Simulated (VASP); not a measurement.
Y, 2 atoms in the cell. Symmetry: P6_3/mmc, No. 194, hexagonal system. The conventional cell has a = 3.681 Å, b = 3.681 Å, c = 5.721 Å, α = 90.00°, β = 90.00°, γ = 120.00°. Y (site symmetry -6m2) has 12 Y at 3.56 to 3.68 Å within 4.7 Å. 

```yaml
Program: VASP 6.6.1
Task: single point
Functional: r2SCAN
Potentials_or_basis: VASP PAW PBE potentials, release 64 (Y_sv)
Cutoff: 520 eV
k_mesh: 10 × 10 × 6
Occupations: methfessel-paxton, width 0.3 eV
Spin: no spin polarisation
Dipole_correction: no
Further_INCAR_settings: ALGO = Normal; EDIFF = 1e-06; NBANDS = 18
```

Potentials or basis: VASP PAW PBE potentials, release 64 (Y_sv).

Launch:

```console
$ cat potpaw_PBE.64/Y_sv/POTCAR > POTCAR
$ cp INCAR.step1 INCAR
$ mpirun -np 1 vasp_std > vasp.out
$ cp INCAR.step2 INCAR
$ mpirun -np 1 vasp_std > vasp.out
```

Hardware: 1 thread of Intel(R) Xeon(R) Platinum 8259CL CPU @ 2.50GHz (Skylake/Cascade Lake), on a shared host.

**Question.** How long does it take, and how much memory?

**Answer.** Run time: 7.8 min on 1 thread of Intel(R) Xeon(R) Platinum 8259CL CPU @ 2.50GHz (Skylake/Cascade Lake), on a shared host, peak memory 0.23 GiB. Counts: k points 56.
